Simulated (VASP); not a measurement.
BeCd:

```
Be Cd
1.0
     3.18421    0.00000    0.00000
     0.00000    3.18421    0.00000
     0.00000    0.00000    3.18421
Be Cd
1 1
Direct
  0.00000 0.00000 0.00000
  0.50000 0.50000 0.50000
```

* Program: VASP 6.6.1
* Task: relaxation of cell and atoms
* Functional: PBE
* Potentials or basis: VASP PAW PBE potentials, release 64 (Be, Cd)
* Cutoff: 600 eV
* k mesh: 18 × 18 × 18
* Occupations: gaussian, width 0.1 eV
* Spin: no spin polarisation

At the start: pressure -4.8 GPa; volume 16.14 Å³/atom.

**Question.** Where does the relaxation end?

**Answer.** Over 3 steps the energy falls by 18.0 meV/atom and the volume is 15.01 Å³/atom (-7.0 %); space group Pm-3m (No. 221, to 0.1 Å) before and after.

The path:
| step | energy change (eV) | largest force (eV/Å) | pressure (GPa) | volume (Å³) |
| --- | --- | --- | --- | --- |
| 1 | 0.0000 | 0.0000 | -4.78 | 32.29 |
| 2 | -0.0359 | 0.0000 | -0.16 | 30.09 |
| 3 | -0.0360 | 0.0000 | -0.09 | 30.03 |

Final structure:
```
Be Cd
1.0
     3.10810    0.00000    0.00000
     0.00000    3.10810    0.00000
     0.00000    0.00000    3.10810
Be Cd
1 1
Direct
  0.00000 0.00000 0.00000
  0.50000 0.50000 0.50000
```
